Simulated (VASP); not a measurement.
# Ba9S8 (a cell with a defect) in VASP: single point with PBE

Aim: the single point of Ba9S8 (a cell with a defect) with PBE.

Program: VASP 6.6.1. These are calculated values, not measurements. Logs are shortened: lines on timing, memory, paths and dates and some standing lists are left out, and cuts for length are marked.

## (1) The cell of the first run

The cell holds a defect, 17 atoms: a = 9.091 Å, b = 9.091 Å, c = 9.091 Å, α = 60.00°, β = 60.00°, γ = 60.00°.

## (2) Single point, PBE

Input file INCAR:

```
SYSTEM = Ba9S8
ALGO = Normal
EDIFF = 1E-7
ENCUT = 520
GGA = PE
ISIF = 2
ISMEAR = 0
LASPH = .True.
LCHARG = .True.
LELF = .True.
LREAL = Auto
LVHAR = .True.
LWAVE = .False.
NBANDS = 83
NELM = 80
PREC = Accurate
SIGMA = 0.02
```

Input file KPOINTS:

```
k-points
0
Gamma
  2 2 2
  0 0 0
```

Input file POSCAR:

```
Ba9S8
1.0
    6.4285179485      0.0000000000      6.4285179485
    0.0000000000     -6.4285179485      6.4285179485
    6.4285179485     -6.4285179485      0.0000000000
Ba S
9 8
Direct
   -0.0004129257      0.5111659525      0.4998129469
   -0.0004008700     -0.0109057796      0.4998223581
    0.5080431487      0.4998841919      0.4918700586
    0.5769015549     -0.0000790229      0.4229234517
   -0.0083599362      0.4998845808      1.0082776547
   -0.0772985319     -0.0000516449      1.0770874493
    0.5000376488      0.4886977100      1.0002697436
    0.5000345376      0.0106939112      1.0002697436
    0.2498219672      0.9999270518      0.7500210840
    0.7498236823      0.7283272813      0.2500442579
    0.7498326268      0.2714741584      0.2500602025
    0.2477583500      0.7655204573      0.2208879265
    0.2518558730      0.2342903935      0.2792393230
    0.7206906066      0.7655056017      0.7479858559
    0.7789791582      0.2343057159      0.7520773122
    0.2498647453      0.6969618870      0.7500990179
    0.2498222005      0.3028113969      0.7500672066
```

Potentials or basis: VASP PAW PBE potentials, release 64 (Ba_sv, S).

Command:

```
> cat potpaw_PBE.64/Ba_sv/POTCAR potpaw_PBE.64/S/POTCAR > POTCAR
> mpirun -np 1 vasp_std > vasp.out
```

OUTCAR:

```text
SYSTEM = Ba9S8
   EDIFF = 1E-7
   ENCUT = 520
   GGA = PE
   ISIF = 2
   ISMEAR = 0
   LASPH = .True.
   LREAL = Auto
   NELM = 80
   PREC = Accurate

 ion  position               nearest neighbor table
   1  1.000  0.511  0.500-  13 3.21  15 3.21  10 3.22  17 3.24  14 3.24  12 3.24   9 4.00   4 4.18
                             6 4.18   2 4.35   3 4.54   5 4.54   7 4.55   7 4.55   5 4.56   3 4.56
   2  1.000  0.989  0.500-  13 3.21  15 3.21  11 3.22  16 3.24  14 3.24  12 3.24   9 4.00   4 4.18
                             6 4.18   1 4.35   3 4.54   5 4.54   8 4.55   8 4.55   5 4.56   3 4.56
   3  0.508  0.500  0.492-  17 2.95  16 2.95  11 3.02  10 3.02  15 3.41  12 3.42   5 4.40   8 4.54
                             7 4.54   2 4.54   1 4.54   1 4.56   2 4.56   7 4.56   8 4.56   4 4.59
   4  0.577  1.000  0.423-  10 2.93  11 2.93   9 2.97  13 3.12  14 3.12   6 3.14   8 4.18   7 4.18
                             1 4.18   2 4.18   3 4.59   3 4.59
   5  0.992  0.500  0.008-  17 2.95  16 2.95  10 3.02  11 3.02  13 3.42  14 3.42   3 4.40   8 4.54
                             7 4.54   2 4.54   1 4.54   1 4.56   2 4.56   7 4.56   8 4.56   6 4.59
   6  0.923  1.000  0.077-  11 2.93  10 2.93   9 2.97  15 3.12  12 3.12   4 3.14   8 4.18   7 4.18
                             1 4.18   2 4.18   5 4.59   5 4.59
   7  0.500  0.489  0.000-  12 3.21  14 3.21  11 3.23  16 3.24  15 3.24  13 3.24   9 4.00   6 4.18
                             4 4.18   8 4.35   5 4.54   3 4.54   1 4.55   1 4.55   3 4.56   5 4.56
   8  0.500  0.011  0.000-  12 3.21  14 3.21  10 3.23  17 3.24  15 3.24  13 3.24   9 4.00   6 4.18
                             4 4.18   7 4.35   5 4.54   3 4.54   2 4.55   2 4.55   3 4.56   5 4.56
   9  0.250  1.000  0.750-  16 2.75  17 2.75   4 2.97   6 2.97  13 3.70  15 3.70  12 3.70  14 3.70
                             8 4.00   1 4.00   7 4.00   2 4.00
  10  0.750  0.728  0.250-   4 2.93   6 2.93   5 3.02   3 3.02   1 3.22   8 3.23
  11  0.750  0.271  0.250-   4 2.93   6 2.93   5 3.02   3 3.02   2 3.22   7 3.23
  12  0.248  0.766  0.221-   6 3.12   7 3.21   8 3.21   2 3.24   1 3.24   3 3.42   9 3.70
  13  0.252  0.234  0.279-   4 3.12   1 3.21   2 3.21   8 3.24   7 3.24   5 3.42   9 3.70
  14  0.721  0.766  0.748-   4 3.12   7 3.21   8 3.21   2 3.24   1 3.24   5 3.42   9 3.70
  15  0.779  0.234  0.752-   6 3.12   2 3.21   1 3.21   8 3.24   7 3.24   3 3.41   9 3.70
  16  0.250  0.697  0.750-   9 2.75   5 2.95   3 2.95   7 3.24   2 3.24
  17  0.250  0.303  0.750-   9 2.75   5 2.95   3 2.95   8 3.24   1 3.24

  LATTYP: Found a face centered cubic cell.
 ALAT       =    12.8570358970

  Lattice vectors:

 A1 = (   6.4285179485,   0.0000000000,   6.4285179485)
 A2 = (   0.0000000000,  -6.4285179485,   6.4285179485)
 A3 = (   6.4285179485,  -6.4285179485,   0.0000000000)

Analysis of symmetry for initial positions (statically):
=====================================================================
 Subroutine PRICEL returns:
 Original cell was already a primitive cell.

 Routine SETGRP: Setting up the symmetry group for a
 face centered cubic supercell.

 Subroutine GETGRP returns: Found  1 space group operations
 (whereof  1 operations were pure point group operations)
 out of a pool of 48 trial point group operations.

The static configuration has the point symmetry C_1 .

Analysis of symmetry for dynamics (positions and initial velocities):
=====================================================================
 Subroutine PRICEL returns:
 Original cell was already a primitive cell.

 Routine SETGRP: Setting up the symmetry group for a
 face centered cubic supercell.

 Subroutine GETGRP returns: Found  1 space group operations
 (whereof  1 operations were pure point group operations)
 out of a pool of 48 trial point group operations.

The dynamic configuration has the point symmetry C_1 .

 Subroutine INISYM returns: Found  1 space group operations
 (whereof  1 operations are pure point group operations),
 and found     1 'primitive' translations

----------------------------------------------------------------------------------------

                                     Primitive cell

  volume of cell :     531.3278

  direct lattice vectors                    reciprocal lattice vectors
     6.428517948  0.000000000  6.428517948     0.077778425  0.077778425  0.077778425
     0.000000000 -6.428517948  6.428517948    -0.077778425 -0.077778425  0.077778425
     6.428517948 -6.428517948  0.000000000     0.077778425 -0.077778425 -0.077778425

  length of vectors
     9.091297269  9.091297269  9.091297269     0.134716184  0.134716184  0.134716184

[... 49 lines left out ...]
  Cartesian coordinates                     Fractional coordinates (reciprocal lattice)
     0.038889212  0.038889212  0.038889212     0.500000000  0.000000000  0.000000000
    -0.038889212 -0.038889212  0.038889212     0.000000000  0.500000000  0.000000000
     0.038889212 -0.038889212 -0.038889212     0.000000000  0.000000000  0.500000000

  Length of vectors
     0.067358092  0.067358092  0.067358092

  Shift w.r.t. Gamma in fractional coordinates (k-lattice)
     0.000000000  0.000000000  0.000000000

 Subroutine IBZKPT returns following result:
 ===========================================

 Found      8 irreducible k-points:

 Following reciprocal coordinates:
            Coordinates               Weight
  0.000000  0.000000  0.000000      1.000000
  0.500000  0.000000  0.000000      1.000000
  0.000000  0.500000  0.000000      1.000000
  0.000000  0.000000  0.500000      1.000000
  0.500000  0.500000  0.500000      1.000000
  0.500000  0.500000  0.000000      1.000000
  0.000000  0.500000  0.500000      1.000000
  0.500000  0.000000  0.500000      1.000000
   k-points           NKPTS =      8   k-points in BZ     NKDIM =      8   number of bands    NBANDS=     83
   number of dos      NEDOS =    301   number of ions     NIONS =     17
   total plane-waves  NPLWV = 343000
   dimension x,y,z NGX =    70 NGY =   70 NGZ =   70
   dimension x,y,z NGXF=   140 NGYF=  140 NGZF=  140
   ions per type =               9   8
   NGX,Y,Z   is equivalent  to a cutoff of  12.80, 12.80, 12.80 a.u.
   NGXF,Y,Z  is equivalent  to a cutoff of  25.60, 25.60, 25.60 a.u.
 SYSTEM =  Ba9S8
   PREC   = accura    normal or accurate (medium, high low for compatibility)
   ISTART =      0    job   : 0-new  1-cont  2-samecut
   ICHARG =      2    charge: 1-file 2-atom 10-const
   ISPIN  =      1    spin polarized calculation?
   LNONCOLLINEAR =      F non collinear calculations
   LSORBIT =      F    spin-orbit coupling
   LASPH  =      T    aspherical Exc in radial PAW
   ENCUT  =  520.0 eV  38.22 Ry    6.18 a.u.  16.90 16.90 16.90*2*pi/ulx,y,z
   NELM   =     80;   NELMIN=  2; NELMDL= -5     # of ELM steps
   EDIFF  = 0.1E-06   stopping-criterion for ELM
   LREAL  =      T    real-space projection
   EDIFFG = 0.1E-05   stopping-criterion for IOM
   NSW    =      0    number of steps for IOM
   IBRION =     -1    ionic relax: 0-MD 1-quasi-New 2-CG
   NFREE  =      0    steps in history (QN), initial steepest desc. (CG)
   ISIF   =      2    stress and relaxation
   ISYM   =      2    0-nonsym 1-usesym 2-fastsym
   POTIM  = 0.5000    time-step for ionic-motion
   TEBEG  =    0.0;   TEEND  =   0.0 temperature during run
   PSTRESS=    0.0 pullay stress
   NELECT =     138.0000    total number of electrons
   NUPDOWN=      -1.0000    fix difference up-down
   EMIN   =  10.00;   EMAX   =-10.00  energy-range for DOS
   EFERMI =   0.00;   METHOD = LEGACY
   ISMEAR =     0;   SIGMA  =   0.02  broadening in eV -4-tet -1-fermi 0-gaus
   EFERMI_NEDOS =   21; number of points for ismear=-14 and -15
   IALGO  =     38    algorithm
   IMIX   =      4    mixing-type and parameters
     AMIX     =   0.40;   BMIX     =  1.00
     AMIX_MAG =   1.60;   BMIX_MAG =  1.00
  volume/ion in A,a.u.               =      31.25       210.92
  Fermi-wavevector in a.u.,A,eV,Ry     =   1.044513  1.973843 14.844044  1.091006
  Thomas-Fermi vector in A             =   2.179268
   LORBIT       =      0    0 simple, 1 ext, 2 COOP (PROOUT), +10 PAW based schemes
   GGA     = PE    functional components
   LHFCALC =     F    Hartree Fock is set to
   AEXX    =    0.0000 exact exchange contribution
   IVDW    =     0    specifies the selected vdW correction
   LEPSILON=     F    determine dielectric tensor
   LRPA    =     F    only Hartree local field effects (RPA)
 non-spin polarized calculation
 Gauss-broadening in eV      SIGMA  =   0.02
  energy-cutoff  :      520.00
  volume of cell :      531.33
 maximum number of plane-waves:     14344
 NGX is ok and might be reduce to    70
   NGX = 33   NGY = 33   NGZ = 33

 number of electron     137.9999994 magnetization

 Free energy of the ion-electron system (eV)
  ---------------------------------------------------
  ext. energy  EPLUGINS =         0.00000000
  ---------------------------------------------------
  free energy    TOTEN  =       -77.83759147 eV

  energy without entropy =      -77.83471914  energy(sigma->0) =      -77.83615531

 E-fermi :   4.1584     XC(G=0):  -8.8775

 val. band max:        4.1562263341   @ k =   0.0000   0.0000   0.0000
 cond. band min:       4.1602422527   @ k =   0.5000   0.0000   0.5000
 fundamental gap:      0.0040159187
 Fermi energy:         4.1583819099

 k-point     1 :       0.0000    0.0000    0.0000
  band No.  band energies     occupation
      1     -25.1434      2.00000
      2     -24.4116      2.00000
      3     -24.3514      2.00000
      4     -24.2838      2.00000
      5     -24.2711      2.00000
      6     -24.2688      2.00000
[... 661 lines left out ...]
     80       6.1615      0.00000
     81       6.1768      0.00000
 [bands above 81 left out]

------------------------ aborting loop because EDIFF is reached ----------------------------------------

  FORCE on cell =-STRESS in cart. coord.  units (eV):
  Direction    XX          YY          ZZ          XY          YZ          ZX
  --------------------------------------------------------------------------------------
  -------------------------------------------------------------------------------------
  Total        1.1089030     24.5880315     24.5841537      0.0003484      1.6614087      0.0010543
  in kB        3.3438099     74.1432750     74.1315817      0.0010506      5.0098472      0.0031791
  external PRESSURE =      50.5395555 kB  Pullay stress =       0.0000000 kB

 VOLUME and BASIS-vectors are now :
 -----------------------------------------------------------------------------
  energy-cutoff  :      520.00
  volume of cell :      531.33
      direct lattice vectors                 reciprocal lattice vectors
     6.428517948  0.000000000  6.428517948     0.077778425  0.077778425  0.077778425
     0.000000000 -6.428517948  6.428517948    -0.077778425 -0.077778425  0.077778425
     6.428517948 -6.428517948  0.000000000     0.077778425 -0.077778425 -0.077778425

 POSITION                                       TOTAL-FORCE (eV/Angst)
 -----------------------------------------------------------------------------------
      9.63892     -6.49910      9.71190         0.005642     -0.017932      0.018014
      9.63906     -9.57153     12.78435         0.005400      0.017572     -0.017548
      6.42796     -6.37551      6.47948        -0.000593      0.035574      0.035332
      6.42739     -9.14678     10.13663         0.000227      0.001588      0.001881
      6.42799     -3.26673      9.58829        -0.000602     -0.035774     -0.035991
      6.42716     -6.92374     12.35979         0.000250     -0.002205     -0.002245
[... 9 lines left out ...]
      6.42828     -9.30246      6.08669        -0.000753      0.096413     -0.097200
      6.42781     -6.76845      3.55261        -0.000236     -0.095628      0.095422
 -----------------------------------------------------------------------------------
    total drift:                                0.000538     -0.000845      0.001156

  FREE ENERGIE OF THE ION-ELECTRON SYSTEM (eV)
  ---------------------------------------------------
  free  energy   TOTEN  =       -77.8375914717 eV

  energy  without entropy=      -77.8347191421  energy(sigma->0) =      -77.83615531
```

It took 8.8 min on 1 thread of Intel Xeon 6975P-C (Granite Rapids), shared host; peak memory 0.79 GiB.

What came out:

```
Free energy            : -77.8376 eV
Pressure               : 5.1 GPa
Largest force          : 0.137 eV/Å
Band gap on the k mesh : zero (bands 69 and 70 overlap by 0.13 eV)
```

Forces in eV/Å, atoms in the order of the input:
```
Ba   0.006 -0.018  0.018
Ba   0.005  0.018 -0.018
Ba  -0.001  0.036  0.035
Ba   0.000  0.002  0.002
Ba  -0.001 -0.036 -0.036
Ba   0.000 -0.002 -0.002
Ba  -0.004  0.018 -0.018
Ba  -0.005 -0.018  0.018
Ba   0.000  0.000  0.001
S    0.000  0.051 -0.050
S    0.000 -0.051  0.052
S    0.039 -0.002 -0.001
S   -0.039  0.002  0.002
S    0.039  0.002  0.002
S   -0.040 -0.002 -0.002
S   -0.001  0.096 -0.097
S    0.000 -0.096  0.095
```

Caveat: the k points lie up to 0.42 Å⁻¹ apart; spin-orbit coupling is left out, which moves the levels of the heavy elements.
